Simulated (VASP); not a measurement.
# Fe (Fm-3m) in VASP: further runs

The runs below take Fe through relaxation of cell and atoms, single point, with PBEsol.

All numbers are computed with VASP 6.6.1; they aren't measurements. Logs are shortened: lines on timing, memory, paths and dates and some standing lists are left out, and cuts for length are marked.

## 1. The cell of the first run

The structure is cubic, space group Fm-3m (No. 225). The conventional cell has a = 4.256 Å, b = 4.256 Å, c = 4.256 Å, α = 90.00°, β = 90.00°, γ = 90.00°. Within 4.0 Å of Fe (site symmetry m-3m) lie 12 Fe at 3.01 Å.

## 2. Relaxation of cell and atoms, PBEsol, collinear spin, ferromagnetic start

Input file INCAR:

```
SYSTEM = Fe
PREC = Accurate
ENCUT = 600
EDIFF = 1E-7
ISMEAR = 0
SIGMA = 0.1
LREAL = .FALSE.
LASPH = .TRUE.
NELM = 150
ALGO = Normal
ISIF = 3
LWAVE = .FALSE.
LCHARG = .FALSE.
ISPIN = 2
MAGMOM = 3.49
LORBIT = 11
LMAXMIX = 4
GGA = PS
IBRION = 2
NSW = 80
EDIFFG = -0.05
```

Input file KPOINTS:

```
regular mesh
0
G
  8 8 8
  0 0 0
```

Input file POSCAR:

```
Fe
1.0
    0.0000000000      2.1278227894      2.1278227894
    2.1278227894      0.0000000000      2.1278227894
    2.1278227894      2.1278227894      0.0000000000
Fe
1
Direct
    0.0000000000      0.0000000000      0.0000000000
```

Potentials or basis: VASP PAW PBE potentials, release 64 (Fe).

Run with:

```
$ cat potpaw_PBE.64/Fe/POTCAR > POTCAR
$ mpirun -np 1 vasp_std > vasp.out
```

OUTCAR:

```text
SYSTEM = Fe
   PREC = Accurate
   ENCUT = 600
   EDIFF = 1E-7
   ISMEAR = 0
   LREAL = .FALSE.
   LASPH = .TRUE.
   NELM = 150
   ISIF = 3
   ISPIN = 2
   LORBIT = 11
   GGA = PS
   IBRION = 2
   NSW = 80
   EDIFFG = -0.05

 ion  position               nearest neighbor table
   1  0.000  0.000  0.000-

  LATTYP: Found a face centered cubic cell.
 ALAT       =     4.2556455788

  Lattice vectors:

 A1 = (   0.0000000000,   2.1278227894,   2.1278227894)
 A2 = (   2.1278227894,   0.0000000000,   2.1278227894)
 A3 = (   2.1278227894,   2.1278227894,   0.0000000000)

Analysis of symmetry for initial positions (statically):
=====================================================================
 Subroutine PRICEL returns:
 Original cell was already a primitive cell.

 Routine SETGRP: Setting up the symmetry group for a
 face centered cubic supercell.

 Subroutine GETGRP returns: Found 48 space group operations
[... 9 lines left out ...]

 Routine SETGRP: Setting up the symmetry group for a
 face centered cubic supercell.

 Subroutine GETGRP returns: Found 48 space group operations
 (whereof 48 operations were pure point group operations)
 out of a pool of 48 trial point group operations.

The dynamic configuration has the point symmetry O_h .

Analysis of structural, dynamic, and magnetic symmetry:
=====================================================================
 Subroutine PRICEL returns:
 Original cell was already a primitive cell.

 Routine SETGRP: Setting up the symmetry group for a
 face centered cubic supercell.

 Subroutine GETGRP returns: Found 48 space group operations
 (whereof 48 operations were pure point group operations)
 out of a pool of 48 trial point group operations.

The overall configuration has the point symmetry O_h .

 Subroutine INISYM returns: Found 48 space group operations
[... 5 lines left out ...]
                                     Primitive cell

  volume of cell :      19.2680

  direct lattice vectors                    reciprocal lattice vectors
     0.000000000  2.127822789  2.127822789    -0.234981974  0.234981974  0.234981974
     2.127822789  0.000000000  2.127822789     0.234981974 -0.234981974  0.234981974
     2.127822789  2.127822789  0.000000000     0.234981974  0.234981974 -0.234981974

  length of vectors
     3.009195847  3.009195847  3.009195847     0.407000718  0.407000718  0.407000718

  position of ions in fractional coordinates (direct lattice)
     0.000000000  0.000000000  0.000000000

  ion indices of the primitive-cell ions
   primitive index   ion index
                 1           1

----------------------------------------------------------------------------------------

 KPOINTS: regular mesh

Automatic generation of k-mesh.
 Grid dimensions read from file:
 generate k-points for:    8    8    8

 Generating k-lattice:

  Cartesian coordinates                     Fractional coordinates (reciprocal lattice)
    -0.029372747  0.029372747  0.029372747     0.125000000  0.000000000  0.000000000
     0.029372747 -0.029372747  0.029372747     0.000000000  0.125000000  0.000000000
     0.029372747  0.029372747 -0.029372747     0.000000000  0.000000000  0.125000000

  Length of vectors
     0.050875090  0.050875090  0.050875090

  Shift w.r.t. Gamma in fractional coordinates (k-lattice)
     0.000000000  0.000000000  0.000000000

 Subroutine IBZKPT returns following result:
 ===========================================

 Found     29 irreducible k-points:

 Following reciprocal coordinates:
            Coordinates               Weight
  0.000000  0.000000  0.000000      1.000000
  0.125000  0.000000  0.000000      8.000000
  0.250000  0.000000  0.000000      8.000000
  0.375000  0.000000  0.000000      8.000000
  0.500000  0.000000  0.000000      4.000000
  0.125000  0.125000  0.000000      6.000000
[... 16 lines left out ...]
  0.500000  0.250000  0.125000     48.000000
 -0.375000  0.250000  0.125000     24.000000
 [... further k-points ...]
   k-points           NKPTS =     29   k-points in BZ     NKDIM =     29   number of bands    NBANDS=     10
   number of dos      NEDOS =    301   number of ions     NIONS =      1
   total plane-waves  NPLWV =  13824
   dimension x,y,z NGX =    24 NGY =   24 NGZ =   24
   dimension x,y,z NGXF=    48 NGYF=   48 NGZF=   48
   ions per type =               1
   NGX,Y,Z   is equivalent  to a cutoff of  13.26, 13.26, 13.26 a.u.
   NGXF,Y,Z  is equivalent  to a cutoff of  26.52, 26.52, 26.52 a.u.
 SYSTEM =  Fe
   PREC   = accura    normal or accurate (medium, high low for compatibility)
   ISTART =      0    job   : 0-new  1-cont  2-samecut
   ICHARG =      2    charge: 1-file 2-atom 10-const
   ISPIN  =      2    spin polarized calculation?
   LNONCOLLINEAR =      F non collinear calculations
   LSORBIT =      F    spin-orbit coupling
   LASPH  =      T    aspherical Exc in radial PAW
   ENCUT  =  600.0 eV  44.10 Ry    6.64 a.u.   6.01  6.01  6.01*2*pi/ulx,y,z
   NELM   =    150;   NELMIN=  2; NELMDL= -5     # of ELM steps
   EDIFF  = 0.1E-06   stopping-criterion for ELM
   LREAL  =      F    real-space projection
   EDIFFG = -.5E-01   stopping-criterion for IOM
   NSW    =     80    number of steps for IOM
   IBRION =      2    ionic relax: 0-MD 1-quasi-New 2-CG
   NFREE  =      1    steps in history (QN), initial steepest desc. (CG)
   ISIF   =      3    stress and relaxation
   ISYM   =      2    0-nonsym 1-usesym 2-fastsym
   POTIM  = 0.5000    time-step for ionic-motion
   TEBEG  =    0.0;   TEEND  =   0.0 temperature during run
   PSTRESS=    0.0 pullay stress
   NELECT =       8.0000    total number of electrons
   NUPDOWN=      -1.0000    fix difference up-down
   EMIN   =  10.00;   EMAX   =-10.00  energy-range for DOS
   EFERMI =   0.00;   METHOD = LEGACY
   ISMEAR =     0;   SIGMA  =   0.10  broadening in eV -4-tet -1-fermi 0-gaus
   EFERMI_NEDOS =   21; number of points for ismear=-14 and -15
   IALGO  =     38    algorithm
   IMIX   =      4    mixing-type and parameters
     AMIX     =   0.40;   BMIX     =  1.00
     AMIX_MAG =   1.60;   BMIX_MAG =  1.00
  volume/ion in A,a.u.               =      19.27       130.03
  Fermi-wavevector in a.u.,A,eV,Ry     =   1.221310  2.307942 20.294436  1.491599
  Thomas-Fermi vector in A             =   2.356497
   LORBIT       =     11    0 simple, 1 ext, 2 COOP (PROOUT), +10 PAW based schemes
   GGA     = PS    functional components
   LHFCALC =     F    Hartree Fock is set to
   AEXX    =    0.0000 exact exchange contribution
   IVDW    =     0    specifies the selected vdW correction
   LEPSILON=     F    determine dielectric tensor
   LRPA    =     F    only Hartree local field effects (RPA)
 conjugate gradient relaxation of ions
 spin polarized calculation
 Gauss-broadening in eV      SIGMA  =   0.10
  energy-cutoff  :      600.00
  volume of cell :       19.27
 maximum number of plane-waves:       660
   NGX = 13   NGY = 13   NGZ = 13

--------------------------------------- Ionic step        1  -------------------------------------------

 number of electron       7.9999994 magnetization       3.0635363

 Free energy of the ion-electron system (eV)
  ---------------------------------------------------
  ext. energy  EPLUGINS =         0.00000000
  ---------------------------------------------------
  free energy    TOTEN  =        -7.53674824 eV

  energy without entropy =       -7.52922455  energy(sigma->0) =       -7.53298640

 E-fermi :   2.1923     XC(G=0): -10.5589

 val. band max:        2.1791875840   @ k =   0.1250   0.0000   0.0000
 cond. band min:       2.2142290721   @ k =   0.5000   0.3750   0.1250
 fundamental gap:      0.0350414881
 Fermi energy:         2.1923305681

 spin component 1

 k-point     1 :       0.0000    0.0000    0.0000
  band No.  band energies     occupation
      1      -4.2964      1.00000
      2      -0.4961      1.00000
      3      -0.4961      1.00000
      4      -0.4961      1.00000
      5      -0.1401      1.00000
      6      -0.1401      1.00000
      7      19.7453      0.00000
      8      20.5967      0.00000
      9      20.5967      0.00000
     10      20.5967      0.00000
[... 684 lines left out ...]
--------------------------------------- Ionic step        3  -------------------------------------------

 number of electron       8.0000000 magnetization       0.0001076

 number of electron       8.0000000 magnetization      -0.0000054

 E-fermi :  18.3305     XC(G=0): -18.6199

 val. band max:       18.3092853482   @ k =   0.0000   0.0000   0.0000
 cond. band min:      18.4235074562   @ k =   0.3750   0.0000   0.0000
 fundamental gap:      0.1142221080
 Fermi energy:        18.3304969125

 spin component 1

 k-point     1 :       0.0000    0.0000    0.0000
  band No.  band energies     occupation
      1       6.5527      1.00000
      2      13.7538      1.00000
      3      13.7538      1.00000
      4      13.7538      1.00000
      5      18.3093      0.61799
      6      18.3093      0.61799
      7      47.4644      0.00000
      8      58.8901      0.00000
      9      58.8901      0.00000
     10      58.8901      0.00000
[... 721 lines left out ...]
  energy  without entropy=       -8.8556932762  energy(sigma->0) =       -8.86084873

--------------------------------------- Ionic step        6  -------------------------------------------

 number of electron       7.9999999 magnetization      -0.0000157

 Free energy of the ion-electron system (eV)
  ---------------------------------------------------
  ext. energy  EPLUGINS =         0.00000000
  ---------------------------------------------------
  free energy    TOTEN  =        -8.86908009 eV

  energy without entropy =       -8.85869421  energy(sigma->0) =       -8.86388715

 E-fermi :   6.9958     XC(G=0): -14.1407

 val. band max:        6.9741369528   @ k =  -0.3750   0.3750   0.1250
 cond. band min:       7.0044064447   @ k =   0.0000   0.0000   0.0000
 fundamental gap:      0.0302694919
 Fermi energy:         6.9958473178

 spin component 1

 k-point     1 :       0.0000    0.0000    0.0000
  band No.  band energies     occupation
      1      -2.0323      1.00000
      2       5.3547      1.00000
      3       5.3547      1.00000
      4       5.3547      1.00000
      5       7.0044      0.45165
      6       7.0044      0.45165
      7      30.6885      0.00000
      8      36.4155      0.00000
      9      36.4155      0.00000
     10      36.4155      0.00000
[... 643 lines left out ...]
  FREE ENERGIE OF THE ION-ELECTRON SYSTEM (eV)
  ---------------------------------------------------
  free  energy   TOTEN  =        -8.8690800926 eV

  energy  without entropy=       -8.8586942148  energy(sigma->0) =       -8.86388715

 reached required accuracy - stopping structural energy minimisation

 total charge

# of ion       s       p       d       tot
------------------------------------------
    1        0.557   0.666   6.380   7.603

 magnetization (x)

# of ion       s       p       d       tot
------------------------------------------
    1        0.000  -0.000  -0.000  -0.000
```

Wall time 2.4 min (1 thread of AMD EPYC 7R13, shared host); peak memory 0.14 GiB.

Results:

- Free energy: -8.8691 eV
- Relaxed volume: 9.86 Å³/atom
- Relaxed cell: a = 2.407 Å, b = 2.407 Å, c = 2.407 Å, α = 60.00°, β = 60.00°, γ = 60.00°
- Space group after relaxing (to 0.05 Å): Fm-3m (No. 225)
- Energy gained by relaxing: 1332.3 meV/atom
- Ionic steps: 6
- Pressure after relaxing: -0.6 GPa
- Band gap on the k mesh: zero (filled and empty bands overlap)
- Net moment: 0.00 μB per cell
- Valence electrons inside the program's atomic spheres: Fe 7.60

Step by step:
```
step  energy change (eV)  largest force (eV/Å)  pressure (GPa)  volume (Å³)
   1              0.0000                0.0000          -29.21        19.27
   2             -1.2197                0.0000          -27.24        11.04
   3              6.8633                0.0000          974.73         4.96
   4             -1.2835                0.0000          -19.61        10.59
   5             -1.3293                0.0000            5.85         9.67
   6             -1.3323                0.0000           -0.61         9.86
```

Final structure:
```yaml
crystal:
  lattice:
    - [0.00000, 1.70222, 1.70222]
    - [1.70222, 0.00000, 1.70222]
    - [1.70222, 1.70222, 0.00000]
  atoms:
    - { symbol: Fe, position: [0.00000, 0.00000, 0.00000] }
```

Levels at points of the mesh, in eV from the Fermi level:
Spin up:
| k point | band 1 | band 2 | band 3 | band 4 | band 5 | band 6 | band 7 | band 8 |
| --- | --- | --- | --- | --- | --- | --- | --- | --- |
| (0.00, 0.00, 0.00) | -9.03 | -1.64 | -1.64 | -1.64 | 0.01 | 0.01 | 23.69 | 29.42 |
| (0.50, 0.00, 0.00) | -5.01 | -1.75 | -1.75 | 0.23 | 1.14 | 1.14 | 8.77 | 22.23 |
| (0.50, 0.50, 0.00) | -5.15 | -4.36 | 1.11 | 1.44 | 1.44 | 3.39 | 12.22 | 16.67 |
Spin down:
| k point | band 1 | band 2 | band 3 | band 4 | band 5 | band 6 | band 7 | band 8 |
| --- | --- | --- | --- | --- | --- | --- | --- | --- |
| (0.00, 0.00, 0.00) | -9.03 | -1.64 | -1.64 | -1.64 | 0.01 | 0.01 | 23.69 | 29.42 |
| (0.50, 0.00, 0.00) | -5.01 | -1.75 | -1.75 | 0.23 | 1.14 | 1.14 | 8.77 | 22.23 |
| (0.50, 0.50, 0.00) | -5.15 | -4.36 | 1.11 | 1.44 | 1.44 | 3.39 | 12.22 | 16.67 |

Caveat: the starting moments collapsed, and a magnetic state may lie lower; the volume moved by over 15 % at a fixed basis, so the end points are rough; the PAW data sets were made with another functional, which shifts forces and pressure a little.

## 3. Single point, PBEsol, collinear spin, ferromagnetic start

This run uses another cell than the first one, of 9.88 Å³/atom, 0.513 times its volume.

Input file INCAR:

```
SYSTEM = Fe
PREC = Accurate
ENCUT = 520
EDIFF = 1E-7
ISMEAR = 0
SIGMA = 0.1
LREAL = .FALSE.
LASPH = .TRUE.
NELM = 150
ALGO = Normal
ISIF = 2
LWAVE = .FALSE.
LCHARG = .FALSE.
ISPIN = 2
MAGMOM = 2.97
LORBIT = 11
LMAXMIX = 4
GGA = PS
NBANDS = 14
```

Input file KPOINTS:

```
Automatic mesh
0
G
  20 20 20
  0 0 0
```

Input file POSCAR:

```
Fe
1.0
    0.0000000000      1.7030685931      1.7030685931
    1.7030685931      0.0000000000      1.7030685931
    1.7030685931      1.7030685931      0.0000000000
Fe
1
Direct
    0.0000000000      0.0000000000      0.0000000000
```

Potentials or basis: VASP PAW PBE potentials, release 64 (Fe).

Run with:

```
$ cat potpaw_PBE.64/Fe/POTCAR > POTCAR
$ mpirun -np 1 vasp_std > vasp.out
```

It took 4.6 min on 1 thread of AMD EPYC 7R13, shared host; peak memory 0.14 GiB.

Results (log left out):

| Property | Result |
| --- | --- |
| Free energy | -8.8552 eV |
| Pressure | -0.3 GPa |
| Net moment | 0.23 μB per cell |
| Site moments | Fe +0.23 μB |
| Valence electrons inside the program's atomic spheres | Fe 7.60 |

Levels at points of the mesh, in eV from the Fermi level:
Spin up:
```csv
k point,band 2,band 3,band 4,band 5,band 6,band 7
"(0.00, 0.00, 0.00)",-1.81,-1.81,-1.81,-0.24,-0.24,23.62
"(0.50, 0.00, 0.00)",-1.95,-1.95,0.14,0.93,0.93,8.61
"(0.50, 0.50, 0.00)",-4.50,0.85,1.25,1.25,3.30,12.04
```
Spin down:
| k point | band 1 | band 2 | band 3 | band 4 | band 5 | band 6 | band 7 | band 8 |
| --- | --- | --- | --- | --- | --- | --- | --- | --- |
| (0.00, 0.00, 0.00) | -9.07 | -1.64 | -1.64 | -1.64 | 0.10 | 0.10 | 23.60 | 29.37 |
| (0.50, 0.00, 0.00) | -5.03 | -1.70 | -1.70 | 0.18 | 1.18 | 1.18 | 8.74 | 22.15 |
| (0.50, 0.50, 0.00) | -5.11 | -4.37 | 1.20 | 1.44 | 1.44 | 3.34 | 12.22 | 16.62 |

Caveat: the PAW data sets were made with another functional, which shifts forces and pressure a little.

## 4. Single point, PBEsol, collinear spin, ferromagnetic start

This run uses another cell than the first one, of 9.88 Å³/atom, 0.513 times its volume.

Input file INCAR:

```
PREC = Accurate
ENCUT = 520
EDIFF = 1E-6
ISMEAR = 0
SIGMA = 0.1
LREAL = False
LASPH = True
NELM = 150
ALGO = Normal
ISIF = 2
LWAVE = False
LCHARG = False
ISPIN = 2
MAGMOM = -0.23
LORBIT = 11
LMAXMIX = 4
GGA = PS
NBANDS = 14
```

Input file KPOINTS:

```
regular mesh
0
Gamma
  20 20 20
```

POSCAR is that of step 3.

Run with:

```
$ cat potpaw_PBE.64/Fe/POTCAR > POTCAR
$ mpirun -np 1 vasp_std > vasp.out
```

It took 4.3 min on 1 thread of AMD EPYC 7R13, shared host; peak memory 0.14 GiB.

The run converged. Its results:

```
Free energy                                           : -8.8552 eV
Pressure                                              : 0.0 GPa
Net moment                                            : -0.25 μB per cell
Site moments                                          : Fe -0.24 μB
Valence electrons inside the program's atomic spheres : Fe 7.60
```

Levels at points of the mesh, in eV from the Fermi level:
Spin up:
```csv
k point,band 1,band 2,band 3,band 4,band 5,band 6,band 7,band 8
"(0.00, 0.00, 0.00)",-9.07,-1.63,-1.63,-1.63,0.11,0.11,23.60,29.37
"(0.50, 0.00, 0.00)",-5.02,-1.69,-1.69,0.18,1.19,1.19,8.74,22.15
"(0.50, 0.50, 0.00)",-5.10,-4.36,1.22,1.45,1.45,3.34,12.23,16.62
```
Spin down:
| k point | band 1 | band 2 | band 3 | band 4 | band 5 | band 6 | band 7 | band 8 |
| --- | --- | --- | --- | --- | --- | --- | --- | --- |
| (0.00, 0.00, 0.00) | -9.11 | -1.82 | -1.82 | -1.82 | -0.25 | -0.25 | 23.62 | 29.30 |
| (0.50, 0.00, 0.00) | -5.14 | -1.96 | -1.96 | 0.14 | 0.92 | 0.92 | 8.60 | 22.16 |
| (0.50, 0.50, 0.00) | -5.32 | -4.51 | 0.84 | 1.24 | 1.24 | 3.30 | 12.03 | 16.56 |

Caveat: the PAW data sets were made with another functional, which shifts forces and pressure a little.
